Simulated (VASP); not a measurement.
The system is Cs2B.

```
Cs B
1.0
     0.00000    4.61419    4.61419
     4.61419    0.00000    4.61419
     4.61419    4.61419    0.00000
Cs B
4 2
Direct
  0.62500 0.62500 0.62500
  0.12500 0.62500 0.62500
  0.62500 0.62500 0.12500
  0.62500 0.12500 0.62500
  0.00000 0.00000 0.00000
  0.25000 0.25000 0.25000
```

| Quantity | Value |
| --- | --- |
| Program | VASP 6.6.1 |
| Task | relaxation of cell and atoms |
| Functional | PBE |
| Potentials or basis | VASP PAW PBE potentials, release 64 (Cs_sv, B) |
| Cutoff | 600 eV |
| k mesh | 4 × 4 × 4 |
| Occupations | gaussian, width 0.1 eV |
| Spin | no spin polarisation |

At the start: pressure 5.4 GPa; volume 32.75 Å³/atom.

Problem. How do energy, volume and symmetry change on relaxing?

Solution. Over 4 steps the energy falls by 161.1 meV/atom and the volume is 50.80 Å³/atom (+55.1 %); space group Fd-3m (No. 227, to 0.1 Å) before and after.

Step by step:
```
step  energy change (eV)  largest force (eV/Å)  pressure (GPa)  volume (Å³)
   1              0.0000                0.0000            5.43       196.48
   2             -0.6980                0.0000            1.83       229.75
   3             -0.8740                0.0000            0.73       253.21
   4             -0.9664                0.0000           -0.01       304.82
```

Final structure:
```
Cs B
1.0
     0.00000    5.34161    5.34161
     5.34161    0.00000    5.34161
     5.34161    5.34161    0.00000
Cs B
4 2
Direct
  0.62500 0.62500 0.62500
  0.12500 0.62500 0.62500
  0.62500 0.62500 0.12500
  0.62500 0.12500 0.62500
  0.00000 0.00000 0.00000
  0.25000 0.25000 0.25000
```

Caveat: the volume moved by over 15 % at a fixed basis, so the end points are rough.
